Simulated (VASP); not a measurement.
# SrO (Fm-3m) in VASP: further runs

SrO is run at these levels: PBEsol; tasks: single point.

Program: VASP 6.6.1. These are calculated values, not measurements. Logs are shortened: lines on timing, memory, paths and dates and some standing lists are left out, and cuts for length are marked.

## 1. The cell of the first run

Symmetry: Fm-3m, No. 225, cubic system. The conventional cell has a = 5.063 Å, b = 5.063 Å, c = 5.063 Å, α = 90.00°, β = 90.00°, γ = 90.00°. Within 3.3 Å of Sr (site symmetry m-3m) lie 6 O at 2.53 Å. Within 3.3 Å of O (site symmetry m-3m) lie 6 Sr at 2.53 Å.

## 2. Single point, PBEsol

INCAR reads:

```
ALGO = Normal
EDIFF = 1E-7
ENCUT = 520
GGA = PS
ISIF = 2
ISMEAR = -1
LASPH = T
LCHARG = F
LREAL = F
LWAVE = F
NBANDS = 15
NELM = 60
PREC = Accurate
SIGMA = 0.05
```

KPOINTS reads:

```
k-points
0
Gamma
  9 9 9
```

POSCAR reads:

```
SrO
1.0
    0.0000000000      2.5316160185      2.5316160185
    2.5316160185      0.0000000000      2.5316160185
    2.5316160185      2.5316160185      0.0000000000
Sr O
1 1
Direct
    0.5000000000      0.5000000000      0.5000000000
    0.0000000000      0.0000000000      0.0000000000
```

Potentials or basis: VASP PAW PBE potentials, release 64 (Sr_sv, O).

On the command line:

```
$ cat potpaw_PBE.64/Sr_sv/POTCAR potpaw_PBE.64/O/POTCAR > POTCAR
$ mpirun -np 1 vasp_std > vasp.out
```

OUTCAR:

```text
EDIFF = 1E-7
   ENCUT = 520
   GGA = PS
   ISIF = 2
   ISMEAR = -1
   LASPH = T
   LREAL = F
   NELM = 60
   PREC = Accurate

 ion  position               nearest neighbor table
   1  0.500  0.500  0.500-   2 2.53   2 2.53   2 2.53   2 2.53   2 2.53   2 2.53
   2  0.000  0.000  0.000-   1 2.53   1 2.53   1 2.53   1 2.53   1 2.53   1 2.53

  LATTYP: Found a face centered cubic cell.
 ALAT       =     5.0632320370

  Lattice vectors:

 A1 = (   0.0000000000,   2.5316160185,   2.5316160185)
 A2 = (   2.5316160185,   0.0000000000,   2.5316160185)
 A3 = (   2.5316160185,   2.5316160185,   0.0000000000)

Analysis of symmetry for initial positions (statically):
=====================================================================
 Subroutine PRICEL returns:
 Original cell was already a primitive cell.

 Routine SETGRP: Setting up the symmetry group for a
 face centered cubic supercell.

 Subroutine GETGRP returns: Found 48 space group operations
 (whereof 48 operations were pure point group operations)
 out of a pool of 48 trial point group operations.

The static configuration has the point symmetry O_h .

Analysis of symmetry for dynamics (positions and initial velocities):
=====================================================================
 Subroutine PRICEL returns:
 Original cell was already a primitive cell.

 Routine SETGRP: Setting up the symmetry group for a
 face centered cubic supercell.

 Subroutine GETGRP returns: Found 48 space group operations
 (whereof 48 operations were pure point group operations)
 out of a pool of 48 trial point group operations.

The dynamic configuration has the point symmetry O_h .

 Subroutine INISYM returns: Found 48 space group operations
 (whereof 48 operations are pure point group operations),
 and found     1 'primitive' translations

----------------------------------------------------------------------------------------

                                     Primitive cell

  volume of cell :      32.4507

  direct lattice vectors                    reciprocal lattice vectors
     0.000000000  2.531616018  2.531616018    -0.197502305  0.197502305  0.197502305
     2.531616018  0.000000000  2.531616018     0.197502305 -0.197502305  0.197502305
     2.531616018  2.531616018  0.000000000     0.197502305  0.197502305 -0.197502305

  length of vectors
     3.580245708  3.580245708  3.580245708     0.342084028  0.342084028  0.342084028

[... 88 lines left out ...]
   POTIM  = 0.5000    time-step for ionic-motion
   TEBEG  =    0.0;   TEEND  =   0.0 temperature during run
   PSTRESS=    0.0 pullay stress
   NELECT =      16.0000    total number of electrons
   NUPDOWN=      -1.0000    fix difference up-down
   EMIN   =  10.00;   EMAX   =-10.00  energy-range for DOS
   EFERMI =   0.00;   METHOD = LEGACY
   ISMEAR =    -1;   SIGMA  =   0.05  broadening in eV -4-tet -1-fermi 0-gaus
   EFERMI_NEDOS =   21; number of points for ismear=-14 and -15
   IALGO  =     38    algorithm
   IMIX   =      4    mixing-type and parameters
     AMIX     =   0.40;   BMIX     =  1.00
     AMIX_MAG =   1.60;   BMIX_MAG =  1.00
  volume/ion in A,a.u.               =      16.23       109.49
  Fermi-wavevector in a.u.,A,eV,Ry     =   1.293323  2.444026 22.758252  1.672684
  Thomas-Fermi vector in A             =   2.424976
   LORBIT       =      0    0 simple, 1 ext, 2 COOP (PROOUT), +10 PAW based schemes
   GGA     = PS    functional components
   LHFCALC =     F    Hartree Fock is set to
   AEXX    =    0.0000 exact exchange contribution
   IVDW    =     0    specifies the selected vdW correction
   LEPSILON=     F    determine dielectric tensor
   LRPA    =     F    only Hartree local field effects (RPA)
 non-spin polarized calculation
  energy-cutoff  :      520.00
  volume of cell :       32.45
 maximum number of plane-waves:       895
   NGX = 13   NGY = 13   NGZ = 13

 number of electron      15.9999996 magnetization

 Free energy of the ion-electron system (eV)
  ---------------------------------------------------
  ext. energy  EPLUGINS =         0.00000000
  ---------------------------------------------------
  free energy    TOTEN  =       -12.62099222 eV

  energy without entropy =      -12.62099222  energy(sigma->0) =      -12.62099222

 E-fermi :   2.8542     XC(G=0): -10.5014

 val. band max:        1.7134340486   @ k =   0.0000   0.0000   0.0000
 cond. band min:       4.8905405576   @ k =   0.4444   0.4444   0.0000
 fundamental gap:      3.1771065090
 Fermi energy:         2.8542327831

 k-point     1 :       0.0000    0.0000    0.0000
  band No.  band energies     occupation
      1     -30.3702      2.00000
      2     -13.3433      2.00000
      3     -11.9693      2.00000
      4     -11.9693      2.00000
      5     -11.9693      2.00000
      6       1.7134      2.00000
      7       1.7134      2.00000
      8       1.7134      2.00000
      9       5.8708      0.00000
     10       7.9691      0.00000
     11       7.9691      0.00000
     12       7.9691      0.00000
     13      10.2723      0.00000
     14      10.2723      0.00000
[... 401 lines left out ...]
      2     -13.6193      2.00000
      3     -12.7710      2.00000
      4     -12.3930      2.00000
      5     -12.3930      2.00000
      6       1.2417      2.00000
      7       1.6515      2.00000
      8       1.6515      2.00000
      9       4.8905      0.00000
     10       9.7062      0.00000
     11      12.1365      0.00000
     12      12.3615      0.00000
     13      13.0566      0.00000
     14      13.0566      0.00000
     15      16.3575      0.00000

 [... further k-points ...]

------------------------ aborting loop because EDIFF is reached ----------------------------------------

  FORCE on cell =-STRESS in cart. coord.  units (eV):
  Direction    XX          YY          ZZ          XY          YZ          ZX
  --------------------------------------------------------------------------------------
  -------------------------------------------------------------------------------------
  Total        0.8684149      0.8684149      0.8684149      0.0000000     -0.0000000      0.0000000
  in kB       42.8760094     42.8760094     42.8760094      0.0000000     -0.0000000      0.0000000
  external PRESSURE =      42.8760094 kB  Pullay stress =       0.0000000 kB

 VOLUME and BASIS-vectors are now :
 -----------------------------------------------------------------------------
  energy-cutoff  :      520.00
  volume of cell :       32.45
      direct lattice vectors                 reciprocal lattice vectors
     0.000000000  2.531616018  2.531616018    -0.197502305  0.197502305  0.197502305
     2.531616018  0.000000000  2.531616018     0.197502305 -0.197502305  0.197502305
     2.531616018  2.531616018  0.000000000     0.197502305  0.197502305 -0.197502305

 POSITION                                       TOTAL-FORCE (eV/Angst)
 -----------------------------------------------------------------------------------
      2.53162      2.53162      2.53162        -0.000000     -0.000000     -0.000000
      0.00000      0.00000      0.00000         0.000000      0.000000      0.000000
 -----------------------------------------------------------------------------------
    total drift:                                0.000000      0.000000      0.000000

  FREE ENERGIE OF THE ION-ELECTRON SYSTEM (eV)
  ---------------------------------------------------
  free  energy   TOTEN  =       -12.6209922182 eV

  energy  without entropy=      -12.6209922182  energy(sigma->0) =      -12.62099222
```

OSZICAR:

```text
N       E                     dE             d eps       ncg     rms          rms(c)
DAV:   1     0.617940748872E+02    0.61794E+02   -0.77648E+03  1050   0.101E+03
DAV:   2    -0.114469494675E+02   -0.73241E+02   -0.67612E+02  1442   0.219E+02
DAV:   3    -0.145354763437E+02   -0.30885E+01   -0.30726E+01  1475   0.385E+01
DAV:   4    -0.146121816735E+02   -0.76705E-01   -0.76687E-01  1332   0.426E+00
DAV:   5    -0.146125078324E+02   -0.32616E-03   -0.32616E-03  1325   0.272E-01    0.187E+01
DAV:   6    -0.127808207639E+02    0.18317E+01   -0.55898E+00  1085   0.187E+01    0.217E+01
DAV:   7    -0.126468509881E+02    0.13397E+00   -0.26173E-01  1309   0.459E+00    0.128E+01
DAV:   8    -0.126197840768E+02    0.27067E-01   -0.11653E-01  1414   0.330E+00    0.542E-01
DAV:   9    -0.126208066544E+02   -0.10226E-02   -0.55005E-03  1351   0.458E-01    0.229E-01
DAV:  10    -0.126209163374E+02   -0.10968E-03   -0.26620E-04  1155   0.162E-01    0.815E-02
DAV:  11    -0.126209838192E+02   -0.67482E-04   -0.78182E-05  1227   0.699E-02    0.244E-02
DAV:  12    -0.126209921681E+02   -0.83489E-05   -0.10491E-05  1143   0.275E-02    0.898E-03
DAV:  13    -0.126209922182E+02   -0.50141E-07   -0.81923E-07  1176   0.731E-03
   1 F= -.12620992E+02 E0= -.12620992E+02  d E =-.651937E-11
```

Wall time 8.9 s (1 thread of Intel Xeon 6975P-C (Granite Rapids), shared host); peak memory 0.16 GiB.

What came out:

```
Free energy            : -12.6210 eV
Pressure               : 4.3 GPa
Band gap on the k mesh : 3.18 eV (least direct gap 3.24 eV)
```

Caveat: the cell stands under pressure; the PAW data sets were made with another functional, which shifts forces and pressure a little; an odd mesh through Γ misses points on the zone boundary, where band edges can lie. PBEsol gaps usually lie below the measured ones, often by a third to a half.

## 3. Single point, PBEsol

This run uses another cell than the first one, of 17.58 Å³/atom.

INCAR reads:

```
SYSTEM = SrO
PREC = Accurate ; ENCUT = 520
EDIFF = 1E-6 ; ISMEAR = -1
SIGMA = 0.05 ; LREAL = .FALSE.
LASPH = .TRUE. ; NELM = 100
ALGO = Normal ; ISIF = 2
LWAVE = .FALSE. ; LCHARG = .FALSE.
GGA = PS ; NBANDS = 15
```

KPOINTS reads:

```
Automatic mesh
0
G
  9 9 9
  0 0 0
```

POSCAR reads:

```
SrO
1.0
    0.0000000000      2.6000709780      2.6000709780
    2.6000709780      0.0000000000      2.6000709780
    2.6000709780      2.6000709780      0.0000000000
Sr O
1 1
Direct
    0.5000000000      0.5000000000      0.5000000000
    0.0000000000      0.0000000000      0.0000000000
```

Potentials or basis: VASP PAW PBE potentials, release 64 (Sr_sv, O).

On the command line:

```
$ cat potpaw_PBE.64/Sr_sv/POTCAR potpaw_PBE.64/O/POTCAR > POTCAR
$ mpirun -np 1 vasp_std > vasp.out
```

Run time: 8.8 s. Hardware: 1 thread of Intel Xeon 6975P-C (Granite Rapids), shared host; peak memory 0.17 GiB.

Results (log left out):

```
Free energy            : -12.6265 eV
Pressure               : -3.3 GPa
Band gap on the k mesh : 3.23 eV (least direct gap 3.35 eV)
```

Levels at points of the mesh, in eV from the valence-band top:
| k point | band 6 | band 7 | band 8 | band 9 | band 10 | band 11 |
| --- | --- | --- | --- | --- | --- | --- |
| (0.00, 0.00, 0.00) | 0.00 | 0.00 | 0.00 | 3.59 | 6.09 | 6.09 |

Caveat: the cell stands under tension; the PAW data sets were made with another functional, which shifts forces and pressure a little; an odd mesh through Γ misses points on the zone boundary, where band edges can lie. A hybrid or GW would open this gap; PBEsol tends to underestimate it.
